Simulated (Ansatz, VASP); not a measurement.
Cu: VASP beside Ansatz

Contents of INCAR:

```
SYSTEM = Cu
ALGO = Normal ; EDIFF = 1E-6
ENCUT = 520 ; GGA = PE
ISIF = 2 ; ISMEAR = 0
LASPH = .True. ; LCHARG = .True.
LELF = .True. ; LREAL = .False.
LVHAR = .True. ; LWAVE = .False.
NBANDS = 18 ; NELM = 80
PREC = Accurate ; SIGMA = 0.1
```

The input KPOINTS:

```
k-points
0
Gamma
  18 18 10
  0 0 0
```

File POSCAR:

```
Cu
1.0
    2.6451914678      0.0000000000      0.0000000000
   -1.3225957339      2.2908030090      0.0000000000
    0.0000000000      0.0000000000      3.9227347226
Cu
2
Direct
    0.3333333300      0.6666666700      0.2500000000
    0.6666666700      0.3333333300      0.7500000000
```

Input for Ansatz:

```yaml
crystal:
  lattice:
    - [2.6451914678, 0.0, 0.0]
    - [-1.3225957339, 2.290803009, 0.0]
    - [0.0, 0.0, 3.9227347226]
  atoms:
    - { symbol: Cu, position: [0.33333333, 0.66666667, 0.25] }
    - { symbol: Cu, position: [0.66666667, 0.33333333, 0.75] }
basis:
  ecutwfc: 420
kpoints:
  mp_grid: { grid: [18, 18, 10] }
hamiltonian:
  xc: pbe
scf:
  occupations: { method: gaussian, width: 0.1 }
output:
  forces: true
  stress: true
  eigenvalues: true
```

Alike in both runs: task single point; functional PBE; k mesh 18 × 18 × 10; occupations gaussian, width 0.1 eV; no spin polarisation.

|  | VASP | Ansatz |
| --- | --- | --- |
| version | VASP 6.6.1 | Ansatz 0.2.0 |
| potentials or method | VASP PAW PBE potentials, release 64 (Cu), cutoff 520 eV | scalar-relativistic, plane waves, PAW |
| valence electrons in the cell | 22 | 38 |

VASP gave:

| Item | Value |
| --- | --- |
| gap on the k mesh at the Fermi level (eV) | none |
| pressure (GPa) | 3.2 |
| traceless stress, the component that is largest in VASP (GPa) | 10.28 |

Problem. What did Ansatz give for the same quantities?

Solution. gap on the k mesh at the Fermi level (eV): none; pressure (GPa): 2.5; traceless stress, the component that is largest in VASP (GPa): 10.28.

A gap of «none» marks a metal or a gap that the smearing closes. The functional is the same, so the differences come from potentials, cutoffs and numerics. VASP's potentials hold 22 valence electrons a cell and Ansatz's 38, so a difference there can come from the potentials and not from the codes.
